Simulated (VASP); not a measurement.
Here is a VASP 6.6.1 calculation.

File INCAR:

```
PREC = Accurate ; ENCUT = 520
EDIFF = 1E-6 ; ISMEAR = 0
SIGMA = 0.15 ; LREAL = F
LASPH = T ; NELM = 80
ALGO = Normal ; ISIF = 2
LWAVE = F ; LCHARG = T
GGA = PS ; LELF = T
LVHAR = T ; NBANDS = 13
```

Contents of KPOINTS:

```
regular mesh
0
Gamma
  20 20 20
```

POSCAR

```
W
1.0
    0.0000000000      1.9691000000      1.9691000000
    1.9691000000      0.0000000000      1.9691000000
    1.9691000000      1.9691000000      0.0000000000
W
1
Direct
    0.0000000000      0.0000000000      0.0000000000
```

Potentials or basis: VASP PAW PBE potentials, release 64 (W_sv).

Launch:

```bash
$ cat potpaw_PBE.64/W_sv/POTCAR > POTCAR
$ mpirun -np 1 vasp_std > vasp.out
```

(1) Estimate the band gap on the k mesh.

(2) Estimate the pressure.

Results:

(1) zero (band 7 reaches 14.84 eV, above the bottom of band 8 at 10.68 eV).

(2) 15.6 GPa.

Caveat: the cell differs from its parent crystal (strain -0.030 along x and y, -0.030 along z); the PAW data sets were made with another functional, which shifts forces and pressure a little; spin-orbit coupling is left out, which moves the levels of the heavy elements.
